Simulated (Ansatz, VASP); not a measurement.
GaN: VASP beside Ansatz

```xyz
2
Lattice="0.0000 2.0904 2.0904 2.0904 0.0000 2.0904 2.0904 2.0904 0.0000" Properties=species:S:1:pos:R:3 pbc="T T T"
Ga    0.0000    0.0000    0.0000
N     2.0904    2.0904    2.0904
```

Alike in both runs: task single point; functional LDA; k mesh 8 × 8 × 8; occupations gaussian, width 0.05 eV; no spin polarisation.

|  | VASP | Ansatz |
| --- | --- | --- |
| version | VASP 6.6.1 | Ansatz 0.2.0 |
| potentials or method | VASP PAW LDA potentials, release 64 (Ga_d, N), cutoff 600 eV | scalar-relativistic, plane waves, PAW |
| valence electrons in the cell | 18 | 18 |

```tsv
	VASP	Ansatz	Ansatz less VASP
gap on the k mesh at the Fermi level (eV)	0.64	0.62	-0.019
least direct gap on the mesh (eV)	3.25	3.22	-0.030
pressure (GPa)	1.3	0.0	-1.29
```

LDA's correlation is that of Perdew and Zunger in VASP and of Perdew and Wang (1992) in Ansatz.
